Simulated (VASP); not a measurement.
A run of VASP 6.6.1 is set up as follows.

The input INCAR:

```
SYSTEM = LiCl
ALGO     = Normal         ! electronic algorithm
EDIFF    = 1E-6           ! SCF threshold, eV
ENCUT    = 520            ! plane-wave cutoff, eV
GGA      = PE             ! functional
ISIF     = 2              ! what is computed and relaxed
ISMEAR   = 0              ! smearing method
LASPH    = .TRUE.         ! aspherical terms in the spheres
LCHARG   = .FALSE.        ! write CHGCAR
LREAL    = .FALSE.        ! projectors in reciprocal space
LWAVE    = .FALSE.        ! write WAVECAR
NBANDS   = 42             ! bands
NELM     = 60             ! most SCF steps
PREC     = Accurate       ! precision mode
SIGMA    = 0.1            ! smearing width, eV
```

The input KPOINTS:

```
k-points
0
G
  6 6 1
  0 0 0
```

Contents of POSCAR:

```
LiCl
1.0
    3.9062182968      0.0000000000      0.0000000000
   -1.9531091484      3.3828842778      0.0000000000
    0.0000000000      0.0000000000     19.0281552660
Li Cl
6 6
Direct
    1.0000000000      0.0000000000      0.1875685125
    0.0000000000      0.0000000000      0.6875685125
    0.3333333333      0.6666666667      0.5205812156
    0.6666666667      0.3333333333      0.0205812156
    0.3333333333      0.6666666667      0.8535168017
    0.6666666667      0.3333333333      0.3535168017
    0.0000000000      0.0000000000      0.3128182055
    0.0000000000      0.0000000000      0.8128182055
    0.3333333333      0.6666666667      0.9792553037
    0.6666666667      0.3333333333      0.4792553037
    0.3333333333      0.6666666667      0.6462599609
    0.6666666667      0.3333333333      0.1462599609
```

Potentials or basis: VASP PAW PBE potentials, release 64 (Li_sv, Cl).

Command:

```bash
$ cat potpaw_PBE.64/Li_sv/POTCAR potpaw_PBE.64/Cl/POTCAR > POTCAR
$ mpirun -np 1 vasp_std > vasp.out
```

(1) What does it give for the band gap on the k mesh?

Answers

(1) 5.96 eV, direct.
